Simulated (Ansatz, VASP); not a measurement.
# One calculation of WS2, two programs

```
W S
1.0
     3.18778    0.00000    0.00000
    -1.59389    2.76069    0.00000
     0.00000    0.00000   15.46615
W S
2 4
Direct
  0.33333 0.66667 0.25000
  0.66667 0.33333 0.75000
  0.33333 0.66667 0.64843
  0.66667 0.33333 0.14843
  0.33333 0.66667 0.85157
  0.66667 0.33333 0.35157
```

Change from the starting cell: strain along c alone, the other axes held, atoms relaxed: +4.0 %.

Alike in both runs: functional PBE; k mesh 12 × 12 × 2; occupations gaussian, width 0.02 eV; no spin polarisation.

Ansatz relaxed the structure, and its values are those at the end. VASP's run is a single point on that final structure, the one shown.

|  | VASP | Ansatz |
| --- | --- | --- |
| version | VASP 6.6.1 | Ansatz 0.2.0 |
| potentials or method | VASP PAW PBE potentials, release 64 (W_sv, S), cutoff 520 eV | scalar-relativistic, plane waves, PAW |
| valence electrons in the cell | 52 | 52 |

|  | VASP | Ansatz | Ansatz less VASP |
| --- | --- | --- | --- |
| gap on the k mesh at the Fermi level (eV) | 1.70 | 1.68 | -0.013 |
| least direct gap on the mesh (eV) | 1.80 | 1.80 | -0.003 |
| pressure (GPa) | 0.0 | 0.0 | +0.03 |
| rms of the force components (eV/Å) | 0.004 | 0.002 | -0.0012 |

Ansatz's warnings: stress scf threshold loose.

Spin-orbit coupling is off throughout.
